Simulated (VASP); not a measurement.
Input of a VASP 6.6.1 run:

File INCAR:

```
PREC = Accurate ; ENCUT = 520
EDIFF = 1E-7 ; ISMEAR = -1
SIGMA = 0.05 ; LREAL = F
LASPH = T ; NELM = 60
ALGO = Normal ; ISIF = 2
LWAVE = F ; LCHARG = F
GGA = PS ; NBANDS = 21
```

File KPOINTS:

```
Automatic mesh
0
Gamma
  10 10 10
```

Contents of POSCAR:

```
Ti2C
1.0
    1.5709156208      0.9069685565      4.9081814659
   -1.5709156208      0.9069685565      4.9081814659
    0.0000000000     -1.8139371131      4.9081814659
Ti C
2 1
Direct
    0.7545021700      0.7545021700      0.7545021700
    0.2454978300      0.2454978300      0.2454978300
    0.5000000000      0.5000000000      0.5000000000
```

Potentials or basis: VASP PAW PBE potentials, release 64 (Ti_sv, C).

Launch:

```bash
$ cat potpaw_PBE.64/Ti_sv/POTCAR potpaw_PBE.64/C/POTCAR > POTCAR
$ mpirun -np 1 vasp_std > vasp.out
```

(1) Predict the largest force.

(2) What does it give for the band gap on the k mesh?

(3) Predict the pressure.

Results:

(1) 0.730 eV/Å.

(2) zero (band 14 reaches 8.23 eV, above the bottom of band 15 at 7.45 eV).

(3) -13.6 GPa.

Caveat: the PAW data sets were made with another functional, which shifts forces and pressure a little.
